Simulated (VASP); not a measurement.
# Se (I4/mmm) in VASP: single point with PBEsol

Aim: the single point of Se with PBEsol.

Program: VASP 6.6.1. These are calculated values, not measurements. Logs are shortened: lines on timing, memory, paths and dates and some standing lists are left out, and cuts for length are marked.

## (1) The cell of the first run

Symmetry: I4/mmm, No. 139, tetragonal system. Conventional cell: a = 2.604 Å, b = 2.604 Å, c = 7.336 Å, α = 90.00°, β = 90.00°, γ = 90.00°. Within 3.4 Å of Se (site symmetry 4/mmm) lie 4 Se at 2.60 Å.

## (2) Single point, PBEsol

INCAR reads:

```
SYSTEM = Se
PREC     = Accurate       ! precision mode
ENCUT    = 520            ! plane-wave cutoff, eV
EDIFF    = 1E-7           ! SCF threshold, eV
ISMEAR   = 0              ! smearing method
SIGMA    = 0.1            ! smearing width, eV
LREAL    = .False.        ! projectors in reciprocal space
LASPH    = .True.         ! aspherical terms in the spheres
NELM     = 100            ! most SCF steps
ALGO     = Normal         ! electronic algorithm
ISIF     = 2              ! what is computed and relaxed
LWAVE    = .False.        ! write WAVECAR
LCHARG   = .False.        ! write CHGCAR
GGA      = PS             ! functional
NBANDS   = 9              ! bands
```

KPOINTS reads:

```
regular mesh
0
Gamma
  22 22 22
  0 0 0
```

POSCAR reads:

```
Se
1.0
   -1.3020403937      1.3020403937      3.6681792682
    1.3020403937     -1.3020403937      3.6681792682
    1.3020403937      1.3020403937     -3.6681792682
Se
1
Direct
    0.0000000000      0.0000000000      0.0000000000
```

Potentials or basis: VASP PAW PBE potentials, release 64 (Se).

Run with:

```console
> cat potpaw_PBE.64/Se/POTCAR > POTCAR
> mpirun -np 1 vasp_std > vasp.out
```

OUTCAR:

```text
SYSTEM = Se
   PREC = Accurate
   ENCUT = 520
   EDIFF = 1E-7
   ISMEAR = 0
   LREAL = .False.
   LASPH = .True.
   NELM = 100
   ISIF = 2
   GGA = PS

 ion  position               nearest neighbor table
   1  0.000  0.000  0.000-

  LATTYP: Found a body centered tetragonal cell.
 ALAT       =     2.6040807874
 C/A-ratio  =     2.8172545844

  Lattice vectors:

 A1 = (  -1.3020403937,   1.3020403937,   3.6681792682)
 A2 = (   1.3020403937,  -1.3020403937,   3.6681792682)
 A3 = (   1.3020403937,   1.3020403937,  -3.6681792682)

Analysis of symmetry for initial positions (statically):
=====================================================================
 Subroutine PRICEL returns:
 Original cell was already a primitive cell.

 Routine SETGRP: Setting up the symmetry group for a
 body centered tetragonal supercell.

 Subroutine GETGRP returns: Found 16 space group operations
 (whereof 16 operations were pure point group operations)
 out of a pool of 16 trial point group operations.

The static configuration has the point symmetry D_4h.

Analysis of symmetry for dynamics (positions and initial velocities):
=====================================================================
 Subroutine PRICEL returns:
 Original cell was already a primitive cell.

 Routine SETGRP: Setting up the symmetry group for a
 body centered tetragonal supercell.

 Subroutine GETGRP returns: Found 16 space group operations
 (whereof 16 operations were pure point group operations)
 out of a pool of 16 trial point group operations.

The dynamic configuration has the point symmetry D_4h.

 Subroutine INISYM returns: Found 16 space group operations
 (whereof 16 operations are pure point group operations),
 and found     1 'primitive' translations

----------------------------------------------------------------------------------------

                                     Primitive cell

  volume of cell :      24.8748

  direct lattice vectors                    reciprocal lattice vectors
    -1.302040394  1.302040394  3.668179268     0.000000000  0.384012664  0.136307406
     1.302040394 -1.302040394  3.668179268     0.384012664  0.000000000  0.136307406
     1.302040394  1.302040394 -3.668179268     0.384012664  0.384012664  0.000000000

  length of vectors
     4.104407085  4.104407085  4.104407085     0.407486730  0.407486730  0.543075917

  position of ions in fractional coordinates (direct lattice)
     0.000000000  0.000000000  0.000000000

  ion indices of the primitive-cell ions
   primitive index   ion index
                 1           1

----------------------------------------------------------------------------------------

 KPOINTS: regular mesh

Automatic generation of k-mesh.
 Grid dimensions read from file:
 generate k-points for:   22   22   22

 Generating k-lattice:

  Cartesian coordinates                     Fractional coordinates (reciprocal lattice)
     0.000000000  0.017455121  0.006195791     0.045454545  0.000000000 -0.000000000
     0.017455121  0.000000000  0.006195791     0.000000000  0.045454545 -0.000000000
     0.017455121  0.017455121  0.000000000     0.000000000  0.000000000  0.045454545

  Length of vectors
     0.018522124  0.018522124  0.024685269

  Shift w.r.t. Gamma in fractional coordinates (k-lattice)
     0.000000000  0.000000000  0.000000000

 Subroutine IBZKPT returns following result:
 ===========================================

 Found    834 irreducible k-points:

 Following reciprocal coordinates:
            Coordinates               Weight
  0.000000  0.000000  0.000000      1.000000
  0.045455  0.000000 -0.000000      8.000000
  0.090909  0.000000 -0.000000      8.000000
  0.136364  0.000000 -0.000000      8.000000
  0.181818  0.000000 -0.000000      8.000000
  0.227273  0.000000 -0.000000      8.000000
[... 16 lines left out ...]
  0.500000  0.045455  0.000000     16.000000
 -0.454545  0.045455  0.000000     16.000000
 [... further k-points ...]
   k-points           NKPTS =    834   k-points in BZ     NKDIM =    834   number of bands    NBANDS=      9
   number of dos      NEDOS =    301   number of ions     NIONS =      1
   total plane-waves  NPLWV =  32768
   dimension x,y,z NGX =    32 NGY =   32 NGZ =   32
   dimension x,y,z NGXF=    64 NGYF=   64 NGZF=   64
   ions per type =               1
   NGX,Y,Z   is equivalent  to a cutoff of  12.96, 12.96, 12.96 a.u.
   NGXF,Y,Z  is equivalent  to a cutoff of  25.92, 25.92, 25.92 a.u.
 SYSTEM =  Se
   PREC   = accura    normal or accurate (medium, high low for compatibility)
   ISTART =      0    job   : 0-new  1-cont  2-samecut
   ICHARG =      2    charge: 1-file 2-atom 10-const
   ISPIN  =      1    spin polarized calculation?
   LNONCOLLINEAR =      F non collinear calculations
   LSORBIT =      F    spin-orbit coupling
   LASPH  =      T    aspherical Exc in radial PAW
   ENCUT  =  520.0 eV  38.22 Ry    6.18 a.u.   7.63  7.63  7.63*2*pi/ulx,y,z
   NELM   =    100;   NELMIN=  2; NELMDL= -5     # of ELM steps
   EDIFF  = 0.1E-06   stopping-criterion for ELM
   LREAL  =      F    real-space projection
   EDIFFG = 0.1E-05   stopping-criterion for IOM
   NSW    =      0    number of steps for IOM
   IBRION =     -1    ionic relax: 0-MD 1-quasi-New 2-CG
   NFREE  =      0    steps in history (QN), initial steepest desc. (CG)
   ISIF   =      2    stress and relaxation
   ISYM   =      2    0-nonsym 1-usesym 2-fastsym
   POTIM  = 0.5000    time-step for ionic-motion
   TEBEG  =    0.0;   TEEND  =   0.0 temperature during run
   PSTRESS=    0.0 pullay stress
   NELECT =       6.0000    total number of electrons
   NUPDOWN=      -1.0000    fix difference up-down
   EMIN   =  10.00;   EMAX   =-10.00  energy-range for DOS
   EFERMI =   0.00;   METHOD = LEGACY
   ISMEAR =     0;   SIGMA  =   0.10  broadening in eV -4-tet -1-fermi 0-gaus
   EFERMI_NEDOS =   21; number of points for ismear=-14 and -15
   IALGO  =     38    algorithm
   IMIX   =      4    mixing-type and parameters
     AMIX     =   0.40;   BMIX     =  1.00
     AMIX_MAG =   1.60;   BMIX_MAG =  1.00
  volume/ion in A,a.u.               =      24.87       167.86
  Fermi-wavevector in a.u.,A,eV,Ry     =   1.019073  1.925769 14.129792  1.038510
  Thomas-Fermi vector in A             =   2.152567
   LORBIT       =      0    0 simple, 1 ext, 2 COOP (PROOUT), +10 PAW based schemes
   GGA     = PS    functional components
   LHFCALC =     F    Hartree Fock is set to
   AEXX    =    0.0000 exact exchange contribution
   IVDW    =     0    specifies the selected vdW correction
   LEPSILON=     F    determine dielectric tensor
   LRPA    =     F    only Hartree local field effects (RPA)
 non-spin polarized calculation
 Gauss-broadening in eV      SIGMA  =   0.10
  energy-cutoff  :      520.00
  volume of cell :       24.87
 maximum number of plane-waves:       682
   NGX = 15   NGY = 15   NGZ = 15

 number of electron       6.0000000 magnetization

 Free energy of the ion-electron system (eV)
  ---------------------------------------------------
  ext. energy  EPLUGINS =         0.00000000
  ---------------------------------------------------
  free energy    TOTEN  =        -3.65736984 eV

  energy without entropy =       -3.65367697  energy(sigma->0) =       -3.65552341

 E-fermi :   3.0834     XC(G=0):  -9.4846

 val. band max:        3.0718545125   @ k =  -0.3182  -0.3636   0.1818
 cond. band min:       3.0852182274   @ k =   0.5000   0.2727  -0.0000
 fundamental gap:      0.0133637149
 Fermi energy:         3.0833664173

 k-point     1 :       0.0000    0.0000    0.0000
  band No.  band energies     occupation
      1     -12.7816      2.00000
      2       0.5357      2.00000
      3       7.2006      0.00000
      4       7.3464      0.00000
      5       7.3464      0.00000
      6      13.1202      0.00000
      7      15.6800      0.00000
      8      20.9147      0.00000
      9      20.9172      0.00000

 k-point     2 :       0.0455    0.0000   -0.0000
  band No.  band energies     occupation
      1     -12.7401      2.00000
      2       0.5494      2.00000
      3       6.8691      0.00000
      4       7.2869      0.00000
      5       7.3775      0.00000
      6      13.4330      0.00000
      7      15.9361      0.00000
      8      19.3350      0.00000
      9      20.9666      0.00000

 k-point     3 :       0.0909    0.0000   -0.0000
  band No.  band energies     occupation
      1     -12.6159      2.00000
      2       0.5916      2.00000
      3       5.7617      0.00000
      4       7.4700      0.00000
      5       7.5169      0.00000
      6      13.9895      0.00000
      7      16.7756      0.00000
      8      17.6869      0.00000
      9      21.1143      0.00000

 k-point     4 :       0.1364    0.0000   -0.0000
  band No.  band energies     occupation
      1     -12.4108      2.00000
      2       0.6649      2.00000
      3       4.4044      0.00000
      4       7.6206      0.00000
      5       7.8915      0.00000
      6      14.4331      0.00000
      7      16.0961      0.00000
      8      18.1955      0.00000
      9      21.3581      0.00000
[... 205 lines left out ...]
 k-point    22 :       0.4545    0.0455   -0.0000
  band No.  band energies     occupation
      1      -9.5284      2.00000
      2      -3.5537      2.00000
      3       1.8802      2.00000
      4       8.4700      0.00000
      5       8.9105      0.00000
      6      15.3089      0.00000
      7      16.7749      0.00000
      8      18.6763      0.00000
      9      18.9473      0.00000

 k-point    23 :       0.5000    0.0455    0.0000
  band No.  band energies     occupation
      1      -9.3997      2.00000
      2      -3.7686      2.00000
      3       1.9844      2.00000
      4       8.3126      0.00000
      5       8.9729      0.00000
      6      15.5115      0.00000
      7      16.6864      0.00000
      8      18.5530      0.00000
      9      18.8748      0.00000

 k-point    24 :      -0.4545    0.0455    0.0000
  band No.  band energies     occupation
      1      -9.5437      2.00000
      2      -3.5371      2.00000
      3       1.9806      2.00000
      4       8.4220      0.00000
      5       8.9172      0.00000
      6      14.3986      0.00000
      7      17.2724      0.00000
      8      18.7920      0.00000
      9      19.3212      0.00000

 [... further k-points ...]

------------------------ aborting loop because EDIFF is reached ----------------------------------------

  FORCE on cell =-STRESS in cart. coord.  units (eV):
  Direction    XX          YY          ZZ          XY          YZ          ZX
  --------------------------------------------------------------------------------------
  -------------------------------------------------------------------------------------
  Total        0.0256269      0.0256269      0.0043003      0.0000000     -0.0000000      0.0000000
  in kB        1.6506180      1.6506180      0.2769821      0.0000000     -0.0000000      0.0000000
  external PRESSURE =       1.1927394 kB  Pullay stress =       0.0000000 kB

 VOLUME and BASIS-vectors are now :
 -----------------------------------------------------------------------------
  energy-cutoff  :      520.00
  volume of cell :       24.87
      direct lattice vectors                 reciprocal lattice vectors
    -1.302040394  1.302040394  3.668179268     0.000000000  0.384012664  0.136307406
     1.302040394 -1.302040394  3.668179268     0.384012664  0.000000000  0.136307406
     1.302040394  1.302040394 -3.668179268     0.384012664  0.384012664  0.000000000

 POSITION                                       TOTAL-FORCE (eV/Angst)
 -----------------------------------------------------------------------------------
      0.00000      0.00000      0.00000        -0.000000     -0.000000      0.000000
 -----------------------------------------------------------------------------------
    total drift:                                0.000000     -0.000000      0.000000

  FREE ENERGIE OF THE ION-ELECTRON SYSTEM (eV)
  ---------------------------------------------------
  free  energy   TOTEN  =        -3.6573698396 eV

  energy  without entropy=       -3.6536769710  energy(sigma->0) =       -3.65552341
```

Run time: 78 s. Hardware: 1 thread of Intel Xeon 6975P-C (Granite Rapids), shared host; peak memory 0.32 GiB.

What came out:

```yaml
Free_energy: -3.6574 eV
Pressure: 0.1 GPa
Band_gap_on_the_k_mesh: zero (bands 3 and 4 overlap by 5.73 eV)
```

Stress tensor (GPa, compression positive):
```
0.17 0.00 0.00
0.00 0.17 0.00
0.00 0.00 0.03
```

Levels at points of the mesh, in eV from the Fermi level:
```csv
k point,band 1,band 2,band 3,band 4,band 5,band 6
"(0.00, 0.00, 0.00)",-15.86,-2.55,4.12,4.26,4.26,10.04
"(0.50, 0.00, 0.00)",-12.52,-6.89,-1.13,5.17,6.27,12.66
"(0.50, 0.50, 0.00)",-9.14,-4.46,-4.19,1.39,4.05,8.06
"(0.50, 0.50, 0.50)",-15.55,-5.21,4.07,4.07,9.65,11.54
```

Caveat: the PAW data sets were made with another functional, which shifts forces and pressure a little.
